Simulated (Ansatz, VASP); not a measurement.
**Two plane-wave programs on Bi**

```xyz
4
Lattice="3.3781 0.0000 0.0000 -1.6891 2.9255 0.0000 0.0000 0.0000 11.2974" Properties=species:S:1:pos:R:3 pbc="T T T"
Bi    3.3781    0.0000    0.0000
Bi    0.0000    0.0000    5.6487
Bi    0.0000    1.9504    2.8243
Bi    1.6891    0.9752    8.4730
```

Alike in both runs: task single point; functional PBE; k mesh 12 × 12 × 3; occupations fermi-dirac, width 0.1 eV; no spin polarisation.

|  | VASP | Ansatz |
| --- | --- | --- |
| version | VASP 6.6.1 | Ansatz 0.2.0 |
| potentials or method | VASP PAW PBE potentials, release 64 (Bi_d), cutoff 520 eV | plane waves (420 eV) with PAW, scalar-relativistic |
| valence electrons in the cell | 60 | 60 |

```csv
,VASP,Ansatz,Ansatz less VASP
pressure (GPa),8.7,8.8,+0.08
"traceless stress, the component that is largest in VASP (GPa)",-0.21,-0.21,+0.001
```

With one functional, cell and mesh, what is left measures potentials, basis and numerics.

Neither program's run includes spin-orbit coupling.
